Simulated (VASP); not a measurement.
# Ir (P6_3/mmc) in VASP: a series of runs, part 2 of 2

VASP 6.6.1.

## Step 4: Single point, BLYP (volume scaled by 0.92)

The input, INCAR:

```
SYSTEM = Ir
  AGGAC = 1.0
  AGGAX = 1.0
  ALDAC = 0.0
  ALDAX = 1.0
  ALGO = Normal
  EDIFF = 1E-6
  ENCUT = 500
  GGA = B5
  GGA_COMPAT = .FALSE.
  ISIF = 2
  ISMEAR = -1
  LASPH = .TRUE.
  LCHARG = .FALSE.
  LREAL = .FALSE.
  LWAVE = .FALSE.
  NBANDS = 42
  NELM = 120
  PREC = Accurate
  SIGMA = 0.1
```

The input, KPOINTS:

```
k-points
0
G
  15 15 4
  0 0 0
```

The input, POSCAR:

```
Ir
1.0
    2.7092004788      0.0000000000      0.0000000000
   -1.3546002394      2.3462364386      0.0000000000
    0.0000000000      0.0000000000      8.8528405563
Ir
4
Direct
    1.0000000000      1.0000000000      1.0000000000
    1.0000000000      1.0000000000      0.5000000000
    0.3333333333      0.6666666667      0.2500000000
    0.6666666667      0.3333333333      0.7500000000
```

Potentials or basis: VASP PAW PBE potentials, release 64 (Ir_sv_GW).

The run is started by

```bash
> cat potpaw_PBE.64/Ir_sv_GW/POTCAR > POTCAR
> mpirun -np 1 vasp_std > vasp.out
```

OUTCAR:

```text
SYSTEM = Ir
   EDIFF = 1E-6
   ENCUT = 500
   GGA = B5
   ISIF = 2
   ISMEAR = -1
   LASPH = .TRUE.
   LREAL = .FALSE.
   NELM = 120
   PREC = Accurate

 ion  position               nearest neighbor table
   1  0.000  0.000  0.000-   3 2.71   4 2.71   4 2.71   3 2.71   4 2.71   3 2.71
   2  0.000  0.000  0.500-   3 2.71   4 2.71   4 2.71   3 2.71   4 2.71   3 2.71
   3  0.333  0.667  0.250-   1 2.71   2 2.71   1 2.71   2 2.71   1 2.71   2 2.71
   4  0.667  0.333  0.750-   1 2.71   2 2.71   1 2.71   2 2.71   1 2.71   2 2.71

  LATTYP: Found a hexagonal cell.
 ALAT       =     2.7092004788
 C/A-ratio  =     3.2676948884

  Lattice vectors:

 A1 = (   2.7092004788,   0.0000000000,   0.0000000000)
 A2 = (  -1.3546002394,   2.3462364386,   0.0000000000)
 A3 = (   0.0000000000,   0.0000000000,   8.8528405563)

Analysis of symmetry for initial positions (statically):
=====================================================================
 Subroutine PRICEL returns:
 Original cell was already a primitive cell.

 Routine SETGRP: Setting up the symmetry group for a
 hexagonal supercell.

 Subroutine GETGRP returns: Found 24 space group operations
 (whereof 12 operations were pure point group operations)
 out of a pool of 24 trial point group operations.

The static configuration has the point symmetry D_3d.
 The point group associated with its full space group is D_6h.

Analysis of symmetry for dynamics (positions and initial velocities):
=====================================================================
 Subroutine PRICEL returns:
 Original cell was already a primitive cell.

 Routine SETGRP: Setting up the symmetry group for a
 hexagonal supercell.

 Subroutine GETGRP returns: Found 24 space group operations
 (whereof 12 operations were pure point group operations)
 out of a pool of 24 trial point group operations.

The dynamic configuration has the point symmetry D_3d.
 The point group associated with its full space group is D_6h.

 Subroutine INISYM returns: Found 24 space group operations
 (whereof 12 operations are pure point group operations),
 and found     1 'primitive' translations

----------------------------------------------------------------------------------------

                                     Primitive cell

  volume of cell :      56.2724

  direct lattice vectors                    reciprocal lattice vectors
     2.709200479  0.000000000  0.000000000     0.369112588  0.213107252  0.000000000
    -1.354600239  2.346236439  0.000000000     0.000000000  0.426214504  0.000000000
     0.000000000  0.000000000  8.852840556     0.000000000  0.000000000  0.112958094

  length of vectors
     2.709200479  2.709200479  8.852840556     0.426214504  0.426214504  0.112958094

  position of ions in fractional coordinates (direct lattice)
     0.000000000  0.000000000  0.000000000
     0.000000000  0.000000000  0.500000000
     0.333333333  0.666666667  0.250000000
     0.666666667  0.333333333  0.750000000

  ion indices of the primitive-cell ions
   primitive index   ion index
                 1           1
                 2           2
                 3           3
                 4           4

----------------------------------------------------------------------------------------

 KPOINTS: k-points

Automatic generation of k-mesh.
 Grid dimensions read from file:
 generate k-points for:   15   15    4

 Generating k-lattice:

  Cartesian coordinates                     Fractional coordinates (reciprocal lattice)
     0.024607506  0.014207150  0.000000000     0.066666667  0.000000000  0.000000000
     0.000000000  0.028414300  0.000000000     0.000000000  0.066666667  0.000000000
     0.000000000  0.000000000  0.028239524     0.000000000  0.000000000  0.250000000

  Length of vectors
     0.028414300  0.028414300  0.028239524

  Shift w.r.t. Gamma in fractional coordinates (k-lattice)
     0.000000000  0.000000000  0.000000000

 Subroutine IBZKPT returns following result:
 ===========================================

 Found     81 irreducible k-points:

 Following reciprocal coordinates:
            Coordinates               Weight
  0.000000  0.000000  0.000000      1.000000
  0.066667  0.000000  0.000000      6.000000
  0.133333  0.000000  0.000000      6.000000
  0.200000  0.000000  0.000000      6.000000
  0.266667  0.000000  0.000000      6.000000
  0.333333 -0.000000  0.000000      6.000000
[... 16 lines left out ...]
  0.333333  0.200000  0.000000     12.000000
  0.400000  0.200000  0.000000      6.000000
 [... further k-points ...]
   k-points           NKPTS =     81   k-points in BZ     NKDIM =     81   number of bands    NBANDS=     42
   number of dos      NEDOS =    301   number of ions     NIONS =      4
   total plane-waves  NPLWV =  28000
   dimension x,y,z NGX =    20 NGY =   20 NGZ =   70
   dimension x,y,z NGXF=    40 NGYF=   40 NGZF=  140
   ions per type =               4
   NGX,Y,Z   is equivalent  to a cutoff of  12.27, 12.27, 13.15 a.u.
   NGXF,Y,Z  is equivalent  to a cutoff of  24.55, 24.55, 26.29 a.u.
 SYSTEM =  Ir
   PREC   = accura    normal or accurate (medium, high low for compatibility)
   ISTART =      0    job   : 0-new  1-cont  2-samecut
   ICHARG =      2    charge: 1-file 2-atom 10-const
   ISPIN  =      1    spin polarized calculation?
   LNONCOLLINEAR =      F non collinear calculations
   LSORBIT =      F    spin-orbit coupling
   LASPH  =      T    aspherical Exc in radial PAW
   ENCUT  =  500.0 eV  36.75 Ry    6.06 a.u.   4.94  4.94 16.14*2*pi/ulx,y,z
   NELM   =    120;   NELMIN=  2; NELMDL= -5     # of ELM steps
   EDIFF  = 0.1E-05   stopping-criterion for ELM
   LREAL  =      F    real-space projection
   EDIFFG = 0.1E-04   stopping-criterion for IOM
   NSW    =      0    number of steps for IOM
   IBRION =     -1    ionic relax: 0-MD 1-quasi-New 2-CG
   NFREE  =      0    steps in history (QN), initial steepest desc. (CG)
   ISIF   =      2    stress and relaxation
   ISYM   =      2    0-nonsym 1-usesym 2-fastsym
   POTIM  = 0.5000    time-step for ionic-motion
   TEBEG  =    0.0;   TEEND  =   0.0 temperature during run
   PSTRESS=    0.0 pullay stress
   NELECT =      68.0000    total number of electrons
   NUPDOWN=      -1.0000    fix difference up-down
   EMIN   =  10.00;   EMAX   =-10.00  energy-range for DOS
   EFERMI =   0.00;   METHOD = LEGACY
   ISMEAR =    -1;   SIGMA  =   0.10  broadening in eV -4-tet -1-fermi 0-gaus
   EFERMI_NEDOS =   21; number of points for ismear=-14 and -15
   IALGO  =     38    algorithm
   IMIX   =      4    mixing-type and parameters
     AMIX     =   0.40;   BMIX     =  1.00
     AMIX_MAG =   1.60;   BMIX_MAG =  1.00
  volume/ion in A,a.u.               =      14.07        94.94
  Fermi-wavevector in a.u.,A,eV,Ry     =   1.743730  3.295172 41.369805  3.040595
  Thomas-Fermi vector in A             =   2.815746
   LORBIT       =      0    0 simple, 1 ext, 2 COOP (PROOUT), +10 PAW based schemes
   GGA     = B5    functional components
   LHFCALC =     F    Hartree Fock is set to
   AEXX    =    0.0000 exact exchange contribution
   IVDW    =     0    specifies the selected vdW correction
   LEPSILON=     F    determine dielectric tensor
   LRPA    =     F    only Hartree local field effects (RPA)
 non-spin polarized calculation
  energy-cutoff  :      500.00
  volume of cell :       56.27
 maximum number of plane-waves:      1467
 NGX is ok and might be reduce to    20
   NGX =  9   NGY =  9   NGZ = 33

 number of electron      68.0000001 magnetization

 Free energy of the ion-electron system (eV)
  ---------------------------------------------------
  ext. energy  EPLUGINS =         0.00000000
  ---------------------------------------------------
  free energy    TOTEN  =       -31.74963646 eV

  energy without entropy =      -31.62467042  energy(sigma->0) =      -31.68715344

 E-fermi :  13.6008     XC(G=0): -13.8822

 val. band max:       13.5969633664   @ k =   0.3333   0.3333   0.0000
 cond. band min:      13.6015952734   @ k =   0.1333   0.1333   0.0000
 fundamental gap:      0.0046319070
 Fermi energy:        13.6008215652

 k-point     1 :       0.0000    0.0000    0.0000
  band No.  band energies     occupation
      1     -78.8369      2.00000
      2     -78.8117      2.00000
      3     -78.7906      2.00000
      4     -78.7653      2.00000
      5     -36.3809      2.00000
      6     -35.9814      2.00000
[... 34 lines left out ...]
     41      20.8779      0.00000
     42      26.4815      0.00000
[... 994 lines left out ...]
      2     -78.7624      2.00000
      3     -78.7417      2.00000
      4     -78.7394      2.00000
      5     -36.3096      2.00000
      6     -36.2631      2.00000
[... 34 lines left out ...]
     41      20.8504      0.00000
     42      21.4009      0.00000

 [... further k-points ...]
[... 5 lines left out ...]
  --------------------------------------------------------------------------------------
  -------------------------------------------------------------------------------------
  Total       10.0273984     10.0273984     10.0450561      0.0000000      0.0000000      0.0000000
  in kB      285.4981444    285.4981444    286.0008907      0.0000000      0.0000000      0.0000000
  external PRESSURE =     285.6657265 kB  Pullay stress =       0.0000000 kB

 VOLUME and BASIS-vectors are now :
 -----------------------------------------------------------------------------
  energy-cutoff  :      500.00
  volume of cell :       56.27
      direct lattice vectors                 reciprocal lattice vectors
     2.709200479  0.000000000  0.000000000     0.369112588  0.213107252  0.000000000
    -1.354600239  2.346236439  0.000000000     0.000000000  0.426214504  0.000000000
     0.000000000  0.000000000  8.852840556     0.000000000  0.000000000  0.112958094

 POSITION                                       TOTAL-FORCE (eV/Angst)
 -----------------------------------------------------------------------------------
      0.00000      0.00000      0.00000         0.000000      0.000000      0.000000
      0.00000      0.00000      4.42642         0.000000      0.000000      0.000000
     -0.00000      1.56416      2.21321        -0.000000     -0.000000      0.000000
      1.35460      0.78208      6.63963         0.000000      0.000000     -0.000000
 -----------------------------------------------------------------------------------
    total drift:                                0.000000     -0.000000      0.000000

  FREE ENERGIE OF THE ION-ELECTRON SYSTEM (eV)
  ---------------------------------------------------
  free  energy   TOTEN  =       -31.7496364595 eV

  energy  without entropy=      -31.6246704209  energy(sigma->0) =      -31.68715344
```

Wall time 2.3 min (1 thread of AMD EPYC 9R45 (Zen 5), shared host); peak memory 0.24 GiB.

Results:

```
Free energy            : -31.7496 eV
Pressure               : 28.6 GPa
Band gap on the k mesh : zero (band 34 reaches 14.60 eV, above the bottom of band 35 at 12.04 eV)
```

Caveat: the PAW data sets were made with another functional, which shifts forces and pressure a little; spin-orbit coupling is left out, which moves the levels of the heavy elements.

## Step 5: Overview

```csv
cell,k mesh,gap on the mesh (eV),pressure (GPa)
"a = 2.786, b = 2.786, c = 9.102 Å, angles 90.0, 90.0, 120.0°, 4 atoms",13 × 13 × 4,none,-1.4
"a = 2.786, b = 2.786, c = 9.102 Å, angles 90.0, 90.0, 120.0°, 4 atoms",15 × 15 × 4,none,-1.5
"a = 2.709, b = 2.709, c = 8.853 Å, angles 90.0, 90.0, 120.0°, 4 atoms",15 × 15 × 4,none,28.6
```

Alike in all rows: task single point; level BLYP; potentials or basis VASP PAW PBE potentials, release 64 (Ir_sv_GW); no spin polarisation; cutoff (eV) 500; smearing fermi-dirac 0.1 eV.

Caveats: the PAW data sets were made with another functional, which shifts forces and pressure a little; spin-orbit coupling is left out, which moves the levels of the heavy elements.

Absolute energies hang on the potentials; compare differences alone.
